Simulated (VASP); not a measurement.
# LiBr (Fm-3m) in VASP: notebook

Runs on LiBr. Level: PBE. Tasks: single point, relaxation of the atoms.

All numbers are computed with VASP 6.6.1; they aren't measurements. Logs are shortened: lines on timing, memory, paths and dates and some standing lists are left out, and cuts for length are marked.

### 1 The cell of the first run

The structure is cubic, space group Fm-3m (No. 225). The conventional cell has a = 5.501 Å, b = 5.501 Å, c = 5.501 Å, α = 90.00°, β = 90.00°, γ = 90.00°. Li (site symmetry m-3m) has 6 Br at 2.75 Å within 3.6 Å. Within 3.6 Å of Br (site symmetry m-3m) lie 6 Li at 2.75 Å.

### 2 Single point, PBE

Contents of INCAR:

```
SYSTEM = LiBr
PREC = Accurate
ENCUT = 750
EDIFF = 1E-6
ISMEAR = -1
SIGMA = 0.02
LREAL = .False.
LASPH = .True.
NELM = 120
ALGO = Normal
ISIF = 2
LWAVE = .False.
LCHARG = .False.
GGA = PE
NBANDS = 12
GGA_COMPAT = .False.
```

Contents of KPOINTS:

```
Automatic mesh
0
Gamma
  9 9 9
  0 0 0
```

Contents of POSCAR:

```
LiBr
1.0
    0.0000000000      2.7506500000      2.7506500000
    2.7506500000      0.0000000000      2.7506500000
    2.7506500000      2.7506500000      0.0000000000
Li Br
1 1
Direct
    0.0000000000      0.0000000000      0.0000000000
    0.5000000000      0.5000000000      0.5000000000
```

Potentials or basis: VASP PAW PBE potentials, release 64 (Li_sv, Br).

Launch:

```bash
> cat potpaw_PBE.64/Li_sv/POTCAR potpaw_PBE.64/Br/POTCAR > POTCAR
> mpirun -np 1 vasp_std > vasp.out
```

OUTCAR:

```text
SYSTEM = LiBr
   PREC = Accurate
   ENCUT = 750
   EDIFF = 1E-6
   ISMEAR = -1
   LREAL = .False.
   LASPH = .True.
   NELM = 120
   ISIF = 2
   GGA = PE

 ion  position               nearest neighbor table
   1  0.000  0.000  0.000-
   2  0.500  0.500  0.500-

  LATTYP: Found a face centered cubic cell.
 ALAT       =     5.5013000000

  Lattice vectors:

 A1 = (   0.0000000000,   2.7506500000,   2.7506500000)
 A2 = (   2.7506500000,   0.0000000000,   2.7506500000)
 A3 = (   2.7506500000,   2.7506500000,   0.0000000000)

Analysis of symmetry for initial positions (statically):
=====================================================================
 Subroutine PRICEL returns:
 Original cell was already a primitive cell.

 Routine SETGRP: Setting up the symmetry group for a
 face centered cubic supercell.

 Subroutine GETGRP returns: Found 48 space group operations
 (whereof 48 operations were pure point group operations)
 out of a pool of 48 trial point group operations.

The static configuration has the point symmetry O_h .

Analysis of symmetry for dynamics (positions and initial velocities):
=====================================================================
 Subroutine PRICEL returns:
 Original cell was already a primitive cell.

 Routine SETGRP: Setting up the symmetry group for a
 face centered cubic supercell.

 Subroutine GETGRP returns: Found 48 space group operations
 (whereof 48 operations were pure point group operations)
 out of a pool of 48 trial point group operations.

The dynamic configuration has the point symmetry O_h .

 Subroutine INISYM returns: Found 48 space group operations
 (whereof 48 operations are pure point group operations),
 and found     1 'primitive' translations

----------------------------------------------------------------------------------------

                                     Primitive cell

  volume of cell :      41.6233

  direct lattice vectors                    reciprocal lattice vectors
     0.000000000  2.750650000  2.750650000    -0.181775217  0.181775217  0.181775217
     2.750650000  0.000000000  2.750650000     0.181775217 -0.181775217  0.181775217
     2.750650000  2.750650000  0.000000000     0.181775217  0.181775217 -0.181775217

  length of vectors
     3.890006535  3.890006535  3.890006535     0.314843911  0.314843911  0.314843911

  position of ions in fractional coordinates (direct lattice)
     0.000000000  0.000000000  0.000000000
     0.500000000  0.500000000  0.500000000

  ion indices of the primitive-cell ions
[... 84 lines left out ...]
   TEBEG  =    0.0;   TEEND  =   0.0 temperature during run
   PSTRESS=    0.0 pullay stress
   NELECT =      10.0000    total number of electrons
   NUPDOWN=      -1.0000    fix difference up-down
   EMIN   =  10.00;   EMAX   =-10.00  energy-range for DOS
   EFERMI =   0.00;   METHOD = LEGACY
   ISMEAR =    -1;   SIGMA  =   0.02  broadening in eV -4-tet -1-fermi 0-gaus
   EFERMI_NEDOS =   21; number of points for ismear=-14 and -15
   IALGO  =     38    algorithm
   IMIX   =      4    mixing-type and parameters
     AMIX     =   0.40;   BMIX     =  1.00
     AMIX_MAG =   1.60;   BMIX_MAG =  1.00
  volume/ion in A,a.u.               =      20.81       140.44
  Fermi-wavevector in a.u.,A,eV,Ry     =   1.017723  1.923217 14.092366  1.035760
  Thomas-Fermi vector in A             =   2.151140
   LORBIT       =      0    0 simple, 1 ext, 2 COOP (PROOUT), +10 PAW based schemes
   GGA     = PE    functional components
   LHFCALC =     F    Hartree Fock is set to
   AEXX    =    0.0000 exact exchange contribution
   IVDW    =     0    specifies the selected vdW correction
   LEPSILON=     F    determine dielectric tensor
   LRPA    =     F    only Hartree local field effects (RPA)
 non-spin polarized calculation
  energy-cutoff  :      750.00
  volume of cell :       41.62
 maximum number of plane-waves:      1964
   NGX = 17   NGY = 17   NGZ = 17

 number of electron      10.0000001 magnetization

 Free energy of the ion-electron system (eV)
  ---------------------------------------------------
  ext. energy  EPLUGINS =         0.00000000
  ---------------------------------------------------
  free energy    TOTEN  =        -6.64144330 eV

  energy without entropy =       -6.64144330  energy(sigma->0) =       -6.64144330

 E-fermi :   0.7799     XC(G=0):  -8.4255

 val. band max:        0.3112807874   @ k =  -0.1111   0.1111   0.0000
 cond. band min:       5.2524273959   @ k =   0.0000   0.0000   0.0000
 fundamental gap:      4.9411466086
 Fermi energy:         0.7799330646

 k-point     1 :       0.0000    0.0000    0.0000
  band No.  band energies     occupation
      1     -44.0868      2.00000
      2     -13.1213      2.00000
      3       0.3106      2.00000
      4       0.3106      2.00000
      5       0.3106      2.00000
      6       5.2524      0.00000
      7      10.8113      0.00000
      8      10.8113      0.00000
      9      10.8113      0.00000
     10      12.5513      0.00000
     11      12.5513      0.00000
     12      12.5513      0.00000
[... 331 lines left out ...]
 k-point    24 :       0.4444    0.4444    0.0000
  band No.  band energies     occupation
      1     -44.0855      2.00000
      2     -12.4834      2.00000
      3      -2.4915      2.00000
      4      -0.7957      2.00000
      5      -0.7957      2.00000
      6       6.6176      0.00000
      7       7.4820      0.00000
      8      11.6040      0.00000
      9      12.6213      0.00000
     10      12.6213      0.00000
     11      15.9045      0.00000
     12      17.8731      0.00000

 [... further k-points ...]

------------------------ aborting loop because EDIFF is reached ----------------------------------------

  FORCE on cell =-STRESS in cart. coord.  units (eV):
  Direction    XX          YY          ZZ          XY          YZ          ZX
  --------------------------------------------------------------------------------------
  -------------------------------------------------------------------------------------
  Total        0.0228392      0.0228392      0.0228392     -0.0000000     -0.0000000      0.0000000
  in kB        0.8791362      0.8791362      0.8791362     -0.0000000     -0.0000000      0.0000000
  external PRESSURE =       0.8791362 kB  Pullay stress =       0.0000000 kB

 VOLUME and BASIS-vectors are now :
 -----------------------------------------------------------------------------
  energy-cutoff  :      750.00
  volume of cell :       41.62
      direct lattice vectors                 reciprocal lattice vectors
     0.000000000  2.750650000  2.750650000    -0.181775217  0.181775217  0.181775217
     2.750650000  0.000000000  2.750650000     0.181775217 -0.181775217  0.181775217
     2.750650000  2.750650000  0.000000000     0.181775217  0.181775217 -0.181775217

 POSITION                                       TOTAL-FORCE (eV/Angst)
 -----------------------------------------------------------------------------------
      0.00000      0.00000      0.00000         0.000000     -0.000000     -0.000000
      2.75065      2.75065      2.75065        -0.000000      0.000000      0.000000
 -----------------------------------------------------------------------------------
    total drift:                                0.000000      0.000000      0.000000

  FREE ENERGIE OF THE ION-ELECTRON SYSTEM (eV)
  ---------------------------------------------------
  free  energy   TOTEN  =        -6.6414432955 eV

  energy  without entropy=       -6.6414432955  energy(sigma->0) =       -6.64144330
```

OSZICAR:

```text
N       E                     dE             d eps       ncg     rms          rms(c)
DAV:   1     0.484640701065E+02    0.48464E+02   -0.46548E+03   840   0.966E+02
DAV:   2    -0.328238563670E+01   -0.51746E+02   -0.48635E+02  1068   0.150E+02
DAV:   3    -0.656482679797E+01   -0.32824E+01   -0.32696E+01  1084   0.384E+01
DAV:   4    -0.666883190347E+01   -0.10401E+00   -0.10396E+00  1180   0.665E+00
DAV:   5    -0.666968761763E+01   -0.85571E-03   -0.85571E-03  1092   0.620E-01    0.196E+00
DAV:   6    -0.663667932111E+01    0.33008E-01   -0.64134E-02  1036   0.116E+00    0.120E+00
DAV:   7    -0.663898543342E+01   -0.23061E-02   -0.38391E-02  1144   0.104E+00    0.439E-01
DAV:   8    -0.664141571696E+01   -0.24303E-02   -0.43719E-03  1008   0.445E-01    0.699E-02
DAV:   9    -0.664140844930E+01    0.72677E-05   -0.11111E-04  1000   0.761E-02    0.282E-02
DAV:  10    -0.664144184621E+01   -0.33397E-04   -0.53911E-05  1012   0.479E-02    0.162E-02
DAV:  11    -0.664144322638E+01   -0.13802E-05   -0.53760E-06  1084   0.137E-02    0.334E-03
DAV:  12    -0.664144329554E+01   -0.69161E-07   -0.29373E-07   804   0.384E-03
   1 F= -.66414433E+01 E0= -.66414433E+01  d E =-.168794E-11
```

stdout:

```text
POSCAR found type information on POSCAR LiBr
 POSCAR found :  2 types and       2 ions
 scaLAPACK will be used
 LDA part: xc-table for (Slater+PW92), standard interpolation
 POSCAR, INCAR and KPOINTS ok, starting setup
 FFT: planning ... GRIDC
 FFT: planning ... GRID_SOFT
 FFT: planning ... GRID
 WAVECAR not read
 entering main loop
```

Run time: 25 s. Hardware: 1 thread of Intel Xeon Platinum 8259CL at 2.50GHz (Skylake/Cascade Lake), shared host; peak memory 0.21 GiB.

What came out:

| Quantity | Value |
| --- | --- |
| Free energy | -6.6414 eV |
| Pressure | 0.1 GPa |
| Band gap on the k mesh | 4.94 eV |

Caveat: an odd mesh through Γ misses points on the zone boundary, where band edges can lie.

### 3 Relaxation of the atoms, PBE

Contents of INCAR:

```
SYSTEM = LiBr
PREC = Accurate ; ENCUT = 650
EDIFF = 1E-7 ; ISMEAR = -1
SIGMA = 0.02 ; LREAL = .False.
LASPH = .True. ; NELM = 120
ALGO = Normal ; ISIF = 2
LWAVE = .False. ; LCHARG = .False.
GGA = PE ; IBRION = 2
NSW = 80 ; EDIFFG = -0.02
GGA_COMPAT = .False. ; NELMIN = 4
```

Contents of KPOINTS:

```
regular mesh
0
Gamma
  9 9 9
  0 0 0
```

POSCAR is that of step 2.

Potentials or basis: VASP PAW PBE potentials, release 64 (Li_sv, Br).

Launch:

```bash
> cat potpaw_PBE.64/Li_sv/POTCAR potpaw_PBE.64/Br/POTCAR > POTCAR
> mpirun -np 1 vasp_std > vasp.out
```

OUTCAR:

```text
SYSTEM = LiBr
   PREC = Accurate
   ENCUT = 650
   EDIFF = 1E-7
   ISMEAR = -1
   LREAL = .False.
   LASPH = .True.
   NELM = 120
   ISIF = 2
   GGA = PE
   IBRION = 2
   NSW = 80
   EDIFFG = -0.02
   NELMIN = 4

 ion  position               nearest neighbor table
   1  0.000  0.000  0.000-
   2  0.500  0.500  0.500-

  LATTYP: Found a face centered cubic cell.
 ALAT       =     5.5013000000

  Lattice vectors:

 A1 = (   0.0000000000,   2.7506500000,   2.7506500000)
 A2 = (   2.7506500000,   0.0000000000,   2.7506500000)
 A3 = (   2.7506500000,   2.7506500000,   0.0000000000)

Analysis of symmetry for initial positions (statically):
=====================================================================
 Subroutine PRICEL returns:
 Original cell was already a primitive cell.

 Routine SETGRP: Setting up the symmetry group for a
 face centered cubic supercell.

 Subroutine GETGRP returns: Found 48 space group operations
 (whereof 48 operations were pure point group operations)
 out of a pool of 48 trial point group operations.

The static configuration has the point symmetry O_h .

Analysis of symmetry for dynamics (positions and initial velocities):
=====================================================================
 Subroutine PRICEL returns:
 Original cell was already a primitive cell.

 Routine SETGRP: Setting up the symmetry group for a
 face centered cubic supercell.

 Subroutine GETGRP returns: Found 48 space group operations
 (whereof 48 operations were pure point group operations)
 out of a pool of 48 trial point group operations.

The dynamic configuration has the point symmetry O_h .

 Subroutine INISYM returns: Found 48 space group operations
 (whereof 48 operations are pure point group operations),
 and found     1 'primitive' translations

----------------------------------------------------------------------------------------

                                     Primitive cell
[... 116 lines left out ...]
   GGA     = PE    functional components
   LHFCALC =     F    Hartree Fock is set to
   AEXX    =    0.0000 exact exchange contribution
   IVDW    =     0    specifies the selected vdW correction
   LEPSILON=     F    determine dielectric tensor
   LRPA    =     F    only Hartree local field effects (RPA)
 conjugate gradient relaxation of ions
 non-spin polarized calculation
  energy-cutoff  :      650.00
  volume of cell :       41.62
 maximum number of plane-waves:      1584
   NGX = 17   NGY = 17   NGZ = 17

 number of electron      10.0000007 magnetization

 Free energy of the ion-electron system (eV)
  ---------------------------------------------------
  ext. energy  EPLUGINS =         0.00000000
  ---------------------------------------------------
  free energy    TOTEN  =        -6.64292365 eV

  energy without entropy =       -6.64292365  energy(sigma->0) =       -6.64292365

 E-fermi :   0.7185     XC(G=0):  -8.4255

 val. band max:        0.3117320573   @ k =  -0.1111   0.1111   0.0000
 cond. band min:       5.2579778410   @ k =   0.0000   0.0000   0.0000
 fundamental gap:      4.9462457837
 Fermi energy:         0.7185492774

 k-point     1 :       0.0000    0.0000    0.0000
  band No.  band energies     occupation
      1     -44.0907      2.00000
      2     -13.1203      2.00000
      3       0.3111      2.00000
      4       0.3111      2.00000
      5       0.3111      2.00000
      6       5.2580      0.00000
      7      10.8114      0.00000
      8      10.8114      0.00000
      9      10.8114      0.00000
[... 265 lines left out ...]
 k-point    24 :       0.4444    0.4444    0.0000
  band No.  band energies     occupation
      1     -44.0898      2.00000
      2     -12.4826      2.00000
      3      -2.4912      2.00000
      4      -0.7953      2.00000
      5      -0.7953      2.00000
      6       6.6240      0.00000
      7       7.4821      0.00000
      8      11.6041      0.00000
      9      12.6209      0.00000

 [... further k-points ...]

------------------------ aborting loop because EDIFF is reached ----------------------------------------

  FORCE on cell =-STRESS in cart. coord.  units (eV):
  Direction    XX          YY          ZZ          XY          YZ          ZX
  --------------------------------------------------------------------------------------
  -------------------------------------------------------------------------------------
  Total        0.0150940      0.0150940      0.0150940      0.0000000      0.0000000      0.0000000
  in kB        0.5810027      0.5810027      0.5810027      0.0000000      0.0000000      0.0000000
  external PRESSURE =       0.5810027 kB  Pullay stress =       0.0000000 kB

 VOLUME and BASIS-vectors are now :
 -----------------------------------------------------------------------------
  energy-cutoff  :      650.00
  volume of cell :       41.62
      direct lattice vectors                 reciprocal lattice vectors
     0.000000000  2.750650000  2.750650000    -0.181775217  0.181775217  0.181775217
     2.750650000  0.000000000  2.750650000     0.181775217 -0.181775217  0.181775217
     2.750650000  2.750650000  0.000000000     0.181775217  0.181775217 -0.181775217

 POSITION                                       TOTAL-FORCE (eV/Angst)
 -----------------------------------------------------------------------------------
      0.00000      0.00000      0.00000        -0.000000      0.000000      0.000000
      2.75065      2.75065      2.75065         0.000000     -0.000000     -0.000000
 -----------------------------------------------------------------------------------
    total drift:                                0.000000     -0.000000      0.000000

  FREE ENERGIE OF THE ION-ELECTRON SYSTEM (eV)
  ---------------------------------------------------
  free  energy   TOTEN  =        -6.6429236549 eV

  energy  without entropy=       -6.6429236548  energy(sigma->0) =       -6.64292365

 reached required accuracy - stopping structural energy minimisation
```

OSZICAR:

```text
N       E                     dE             d eps       ncg     rms          rms(c)
DAV:   1     0.500409122162E+02    0.50041E+02   -0.45929E+03   630   0.117E+03
DAV:   2    -0.434391957348E+01   -0.54385E+02   -0.51867E+02   861   0.161E+02
DAV:   3    -0.662560881843E+01   -0.22817E+01   -0.22800E+01   744   0.406E+01
DAV:   4    -0.667088701051E+01   -0.45278E-01   -0.45236E-01  1010   0.563E+00
DAV:   5    -0.667128752005E+01   -0.40051E-03   -0.40026E-03   767   0.505E-01    0.195E+00
DAV:   6    -0.663816644331E+01    0.33121E-01   -0.74304E-02   757   0.154E+00    0.120E+00
DAV:   7    -0.664039549228E+01   -0.22290E-02   -0.44523E-02   851   0.138E+00    0.439E-01
DAV:   8    -0.664287458110E+01   -0.24791E-02   -0.54464E-03   684   0.611E-01    0.651E-02
DAV:   9    -0.664288375352E+01   -0.91724E-05   -0.13460E-04   852   0.113E-01    0.250E-02
DAV:  10    -0.664292257661E+01   -0.38823E-04   -0.59295E-05   686   0.664E-02    0.890E-03
DAV:  11    -0.664292370703E+01   -0.11304E-05   -0.31718E-06   990   0.143E-02    0.524E-03
DAV:  12    -0.664292365486E+01    0.52165E-07   -0.36035E-07   680   0.514E-03
   1 F= -.66429237E+01 E0= -.66429237E+01  d E =-.664292E+01
```

Run time: 12 s. Hardware: 1 thread of Intel Xeon Platinum 8259CL at 2.50GHz (Skylake/Cascade Lake), shared host; peak memory 0.18 GiB.

Results:

| Item | Value |
| --- | --- |
| Free energy | -6.6429 eV |
| Pressure after relaxing | 0.1 GPa |
| Band gap on the k mesh | 4.95 eV |

Final structure:
```
CELL_PARAMETERS angstrom
0.00000 2.75065 2.75065
2.75065 0.00000 2.75065
2.75065 2.75065 0.00000
ATOMIC_POSITIONS crystal
Li 0.00000 0.00000 0.00000
Br 0.50000 0.50000 0.50000
```

Caveat: the relaxation stopped at its first step, so nothing moved; an odd mesh through Γ misses points on the zone boundary, where band edges can lie.
